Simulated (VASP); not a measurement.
# Mg (P6/mmm) in VASP: notebook, part 2 of 2

VASP 6.6.1.

**3. Single point, PBE**

Input file INCAR:

```
SYSTEM = Mg
PREC     = Accurate       ! precision mode
ENCUT    = 600            ! plane-wave cutoff, eV
EDIFF    = 1E-6           ! SCF threshold, eV
ISMEAR   = 1              ! smearing method
SIGMA    = 0.1            ! smearing width, eV
LREAL    = .False.        ! projectors in reciprocal space
LASPH    = .True.         ! aspherical terms in the spheres
NELM     = 120            ! most SCF steps
ALGO     = Normal         ! electronic algorithm
ISIF     = 2              ! what is computed and relaxed
LWAVE    = .False.        ! write WAVECAR
LCHARG   = .False.        ! write CHGCAR
GGA      = PE             ! functional
NBANDS   = 7              ! bands
GGA_COMPAT= .False.
```

Input file KPOINTS:

```
Automatic mesh
0
Gamma
  15 15 14
  0 0 0
```

Input file POSCAR:

```
Mg
1.0
    2.9657759930      0.0000000000      0.0000000000
   -1.4828879966      2.5684373519      0.0000000000
    0.0000000000      0.0000000000      2.9147925574
Mg
1
Direct
    0.0000000000      0.0000000000      0.0000000000
```

Potentials or basis: VASP PAW PBE potentials, release 64 (Mg).

Run with:

```console
cat potpaw_PBE.64/Mg/POTCAR > POTCAR
mpirun -np 1 vasp_std > vasp.out
```

OUTCAR:

```text
SYSTEM = Mg
   PREC = Accurate
   ENCUT = 600
   EDIFF = 1E-6
   ISMEAR = 1
   LREAL = .False.
   LASPH = .True.
   NELM = 120
   ISIF = 2
   GGA = PE

 ion  position               nearest neighbor table
   1  0.000  0.000  0.000-

  LATTYP: Found a hexagonal cell.
 ALAT       =     2.9657759930
 C/A-ratio  =     0.9828094112

  Lattice vectors:

 A1 = (   2.9657759930,   0.0000000000,   0.0000000000)
 A2 = (  -1.4828879966,   2.5684373519,   0.0000000000)
 A3 = (   0.0000000000,   0.0000000000,   2.9147925574)

Analysis of symmetry for initial positions (statically):
=====================================================================
 Subroutine PRICEL returns:
 Original cell was already a primitive cell.

 Routine SETGRP: Setting up the symmetry group for a
 hexagonal supercell.

 Subroutine GETGRP returns: Found 24 space group operations
 (whereof 24 operations were pure point group operations)
 out of a pool of 24 trial point group operations.

The static configuration has the point symmetry D_6h.

Analysis of symmetry for dynamics (positions and initial velocities):
=====================================================================
 Subroutine PRICEL returns:
 Original cell was already a primitive cell.

 Routine SETGRP: Setting up the symmetry group for a
 hexagonal supercell.

 Subroutine GETGRP returns: Found 24 space group operations
 (whereof 24 operations were pure point group operations)
 out of a pool of 24 trial point group operations.

The dynamic configuration has the point symmetry D_6h.

 Subroutine INISYM returns: Found 24 space group operations
 (whereof 24 operations are pure point group operations),
 and found     1 'primitive' translations

----------------------------------------------------------------------------------------

                                     Primitive cell

  volume of cell :      22.2032

  direct lattice vectors                    reciprocal lattice vectors
     2.965775993  0.000000000  0.000000000     0.337179882  0.194670896  0.000000000
    -1.482887997  2.568437352  0.000000000     0.000000000  0.389341792  0.000000000
     0.000000000  0.000000000  2.914792557     0.000000000  0.000000000  0.343077588

  length of vectors
     2.965775993  2.965775993  2.914792557     0.389341792  0.389341792  0.343077588

  position of ions in fractional coordinates (direct lattice)
     0.000000000  0.000000000  0.000000000

  ion indices of the primitive-cell ions
   primitive index   ion index
                 1           1

----------------------------------------------------------------------------------------

 KPOINTS: Automatic mesh

Automatic generation of k-mesh.
 Grid dimensions read from file:
 generate k-points for:   15   15   14

 Generating k-lattice:

  Cartesian coordinates                     Fractional coordinates (reciprocal lattice)
     0.022478659  0.012978060  0.000000000     0.066666667  0.000000000  0.000000000
     0.000000000  0.025956119  0.000000000     0.000000000  0.066666667  0.000000000
     0.000000000  0.000000000  0.024505542     0.000000000  0.000000000  0.071428571

  Length of vectors
     0.025956119  0.025956119  0.024505542

  Shift w.r.t. Gamma in fractional coordinates (k-lattice)
     0.000000000  0.000000000  0.000000000

 Subroutine IBZKPT returns following result:
 ===========================================

 Found    216 irreducible k-points:

 Following reciprocal coordinates:
            Coordinates               Weight
  0.000000  0.000000  0.000000      1.000000
  0.066667 -0.000000  0.000000      6.000000
  0.133333 -0.000000  0.000000      6.000000
  0.200000 -0.000000  0.000000      6.000000
  0.266667 -0.000000  0.000000      6.000000
  0.333333 -0.000000  0.000000      6.000000
[... 16 lines left out ...]
  0.333333  0.200000  0.000000     12.000000
  0.400000  0.200000  0.000000      6.000000
 [... further k-points ...]
   k-points           NKPTS =    216   k-points in BZ     NKDIM =    216   number of bands    NBANDS=      7
   number of dos      NEDOS =    301   number of ions     NIONS =      1
   total plane-waves  NPLWV =  13824
   dimension x,y,z NGX =    24 NGY =   24 NGZ =   24
   dimension x,y,z NGXF=    48 NGYF=   48 NGZF=   48
   ions per type =               1
   NGX,Y,Z   is equivalent  to a cutoff of  13.45, 13.45, 13.69 a.u.
   NGXF,Y,Z  is equivalent  to a cutoff of  26.91, 26.91, 27.38 a.u.
 SYSTEM =  Mg
   PREC   = accura    normal or accurate (medium, high low for compatibility)
   ISTART =      0    job   : 0-new  1-cont  2-samecut
   ICHARG =      2    charge: 1-file 2-atom 10-const
   ISPIN  =      1    spin polarized calculation?
   LNONCOLLINEAR =      F non collinear calculations
   LSORBIT =      F    spin-orbit coupling
   LASPH  =      T    aspherical Exc in radial PAW
   ENCUT  =  600.0 eV  44.10 Ry    6.64 a.u.   5.92  5.92  5.82*2*pi/ulx,y,z
   NELM   =    120;   NELMIN=  2; NELMDL= -5     # of ELM steps
   EDIFF  = 0.1E-05   stopping-criterion for ELM
   LREAL  =      F    real-space projection
   EDIFFG = 0.1E-04   stopping-criterion for IOM
   NSW    =      0    number of steps for IOM
   IBRION =     -1    ionic relax: 0-MD 1-quasi-New 2-CG
   NFREE  =      0    steps in history (QN), initial steepest desc. (CG)
   ISIF   =      2    stress and relaxation
   ISYM   =      2    0-nonsym 1-usesym 2-fastsym
   POTIM  = 0.5000    time-step for ionic-motion
   TEBEG  =    0.0;   TEEND  =   0.0 temperature during run
   PSTRESS=    0.0 pullay stress
   NELECT =       2.0000    total number of electrons
   NUPDOWN=      -1.0000    fix difference up-down
   EMIN   =  10.00;   EMAX   =-10.00  energy-range for DOS
   EFERMI =   0.00;   METHOD = LEGACY
   ISMEAR =     1;   SIGMA  =   0.10  broadening in eV -4-tet -1-fermi 0-gaus
   EFERMI_NEDOS =   21; number of points for ismear=-14 and -15
   IALGO  =     38    algorithm
   IMIX   =      4    mixing-type and parameters
     AMIX     =   0.40;   BMIX     =  1.00
     AMIX_MAG =   1.60;   BMIX_MAG =  1.00
  volume/ion in A,a.u.               =      22.20       149.83
  Fermi-wavevector in a.u.,A,eV,Ry     =   0.733860  1.386794  7.327423  0.538550
  Thomas-Fermi vector in A             =   1.826672
   LORBIT       =      0    0 simple, 1 ext, 2 COOP (PROOUT), +10 PAW based schemes
   GGA     = PE    functional components
   LHFCALC =     F    Hartree Fock is set to
   AEXX    =    0.0000 exact exchange contribution
   IVDW    =     0    specifies the selected vdW correction
   LEPSILON=     F    determine dielectric tensor
   LRPA    =     F    only Hartree local field effects (RPA)
 non-spin polarized calculation
 Methfessel and Paxton  Order N= 1 SIGMA  =   0.10
  energy-cutoff  :      600.00
  volume of cell :       22.20
 maximum number of plane-waves:       762
 NGX is ok and might be reduce to    24
   NGX = 11   NGY = 11   NGZ = 11

 number of electron       2.0000000 magnetization

 Free energy of the ion-electron system (eV)
  ---------------------------------------------------
  ext. energy  EPLUGINS =         0.00000000
  ---------------------------------------------------
  free energy    TOTEN  =        -1.23226143 eV

  energy without entropy =       -1.23234987  energy(sigma->0) =       -1.23229091

 E-fermi :   2.8359     XC(G=0):  -8.5770

 val. band max:        2.8190157884   @ k =   0.3333   0.3333   0.0714
 cond. band min:       2.8614138875   @ k =   0.4667  -0.0000   0.2143
 fundamental gap:      0.0423980991
 Fermi energy:         2.8359493868

 k-point     1 :       0.0000    0.0000    0.0000
  band No.  band energies     occupation
      1      -4.2796      2.00000
      2      11.3365      0.00000
      3      12.5524      0.00000
      4      15.8286      0.00000
      5      15.8286      0.00000
      6      17.3362      0.00000
      7      17.3362      0.00000
[... 221 lines left out ...]
 k-point    24 :       0.4000    0.2000    0.0000
  band No.  band energies     occupation
      1       1.6314      2.00000
      2       2.2224      2.00000
      3       6.2788      0.00000
      4      17.0528      0.00000
      5      17.3105      0.00000
      6      18.3793      0.00000
      7      19.3178      0.00000

 [... further k-points ...]

------------------------ aborting loop because EDIFF is reached ----------------------------------------

  FORCE on cell =-STRESS in cart. coord.  units (eV):
  Direction    XX          YY          ZZ          XY          YZ          ZX
  --------------------------------------------------------------------------------------
  -------------------------------------------------------------------------------------
  Total        0.7191225      0.7191225      0.6351453     -0.0000000      0.0000000      0.0000000
  in kB       51.8917718     51.8917718     45.8319865     -0.0000000      0.0000000      0.0000000
  external PRESSURE =      49.8718433 kB  Pullay stress =       0.0000000 kB

 VOLUME and BASIS-vectors are now :
 -----------------------------------------------------------------------------
  energy-cutoff  :      600.00
  volume of cell :       22.20
      direct lattice vectors                 reciprocal lattice vectors
     2.965775993  0.000000000  0.000000000     0.337179882  0.194670896  0.000000000
    -1.482887997  2.568437352  0.000000000     0.000000000  0.389341792  0.000000000
     0.000000000  0.000000000  2.914792557     0.000000000  0.000000000  0.343077588

 POSITION                                       TOTAL-FORCE (eV/Angst)
 -----------------------------------------------------------------------------------
      0.00000      0.00000      0.00000         0.000000      0.000000      0.000000
 -----------------------------------------------------------------------------------
    total drift:                               -0.000000      0.000000      0.000000

  FREE ENERGIE OF THE ION-ELECTRON SYSTEM (eV)
  ---------------------------------------------------
  free  energy   TOTEN  =        -1.2322614304 eV

  energy  without entropy=       -1.2323498662  energy(sigma->0) =       -1.23229091
```

Wall time 25 s (1 thread of Intel Xeon 8259CL, shared host); peak memory 0.17 GiB.

What came out:

- Free energy: -1.2323 eV
- Pressure: 5.0 GPa
- Band gap on the k mesh: zero (bands 1 and 2 overlap by 5.89 eV)

Caveat: the cell stands under pressure.

**4. Single point, PBEsol (strained)**

Input file INCAR:

```
PREC = Accurate
ENCUT = 600
EDIFF = 1E-6
ISMEAR = 0
SIGMA = 0.1
LREAL = False
LASPH = True
NELM = 120
ALGO = Normal
ISIF = 2
LWAVE = False
LCHARG = False
GGA = PS
NBANDS = 7
GGA_COMPAT = False
```

Input file KPOINTS:

```
Automatic mesh
0
Gamma
  15 15 14
```

Input file POSCAR:

```
Mg
1.0
    3.0072600703      0.0000000000      0.0000000000
   -1.5036300352      2.6043636167      0.0000000000
    0.0000000000      0.0000000000      2.8191846577
Mg
1
Direct
    0.0000000000      0.0000000000      0.0000000000
```

Run with:

```console
cat potpaw_PBE.64/Mg/POTCAR > POTCAR
mpirun -np 1 vasp_std > vasp.out
```

It took 33 s on 1 thread of Intel Xeon 8259CL, shared host; peak memory 0.17 GiB.

The run converged. Its results:

```yaml
Free_energy: -1.4399 eV
Pressure: 4.3 GPa
Band_gap_on_the_k_mesh: zero (bands 1 and 2 overlap by 6.01 eV)
```

Stress tensor (GPa, compression positive):
```
2.68 0.00 0.00
0.00 2.68 0.00
0.00 0.00 7.47
```

Levels at points of the mesh, in eV from the Fermi level:
```tsv
k point	band 1	band 2	band 3	band 4
(0.00, 0.00, 0.00)	-7.13	9.06	10.92	12.52
(0.00, 0.00, 0.50)	-2.54	-2.47	15.36	15.36
```

Caveat: the cell differs from its parent crystal (strained); the cell stands under pressure; the PAW data sets were made with another functional, which shifts forces and pressure a little.

**5. Overview**

| level | cell | smearing | gap on the mesh (eV) | pressure (GPa) |
| --- | --- | --- | --- | --- |
| PBE | a = 2.966, b = 2.966, c = 2.915 Å, angles 90.0, 90.0, 120.0°, 1 atom | gaussian 0.1 eV | none | 5.0 |
| PBE | a = 2.966, b = 2.966, c = 2.915 Å, angles 90.0, 90.0, 120.0°, 1 atom | methfessel-paxton 0.1 eV | none | 5.0 |
| PBEsol | a = 3.007, b = 3.007, c = 2.819 Å, angles 90.0, 90.0, 120.0°, 1 atom | gaussian 0.1 eV | none | 4.3 |

Alike in all rows: task single point; potentials or basis VASP PAW PBE potentials, release 64 (Mg); no spin polarisation; k mesh 15 × 15 × 14; cutoff (eV) 600.

Caveats: the cell stands under pressure; the PAW data sets were made with another functional, which shifts forces and pressure a little (at least some runs).

Total energies depend on the potentials used, so only differences within one code and one set of settings carry meaning.

The gap in the log of VASP goes by the Fermi energy; the results here count the filled bands.